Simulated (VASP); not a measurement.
Write the native input for VASP 6.6.1 that does the following.

- Task: relaxation of shape and atoms at fixed volume
- Functional: PBE
- Potentials or basis: VASP PAW PBE potentials, release 64 (Ga_d)
- Cutoff: 600 eV
- k mesh: 22 × 22 × 20
- Occupations: gaussian, width 0.1 eV
- Spin: no spin polarisation
- Dipole correction: no
- Further INCAR settings: ALGO = Fast; EDIFF = 1e-06; IBRION = 2; EDIFFG = -0.01; NSW = 50; ISIF = 4

The structure of Ga lies in POSCAR:

```
Ga
1.0
    1.4605416631     -2.5354592135      0.0000000000
    1.4605416631      2.5354592135      0.0000000000
    0.0000000000      0.0000000000      2.7780740445
Ga
1
Direct
    0.5000000000      0.5000000000      0.0000000000
```

This isn't the form of Ga at room conditions, which is orthorhombic.

One way to write it, as run:

INCAR

```
SYSTEM = Ga
  PREC = Accurate
  ENCUT = 600
  EDIFF = 1E-6
  ISMEAR = 0
  SIGMA = 0.1
  LREAL = .FALSE.
  LASPH = .TRUE.
  NELM = 60
  ALGO = Fast
  ISIF = 4
  LWAVE = .FALSE.
  LCHARG = .FALSE.
  GGA = PE
  IBRION = 2
  NSW = 50
  EDIFFG = -0.01
```

KPOINTS

```
regular mesh
0
G
  22 22 20
  0 0 0
```

Potentials or basis: VASP PAW PBE potentials, release 64 (Ga_d).

Launch:

```bash
$ cat potpaw_PBE.64/Ga_d/POTCAR > POTCAR
$ mpirun -np 1 vasp_std > vasp.out
```

Results of the run:

```yaml
Pressure_after_relaxing: -2.2 GPa
Band_gap_on_the_k_mesh: zero (an odd number of electrons rules out a gap without spin polarisation)
```

Run time: 2.6 min on 1 thread of Intel(R) Xeon(R) Platinum 8124M CPU @ 3.00GHz (Skylake/Cascade Lake), with other jobs on the host, peak memory 0.47 GiB.
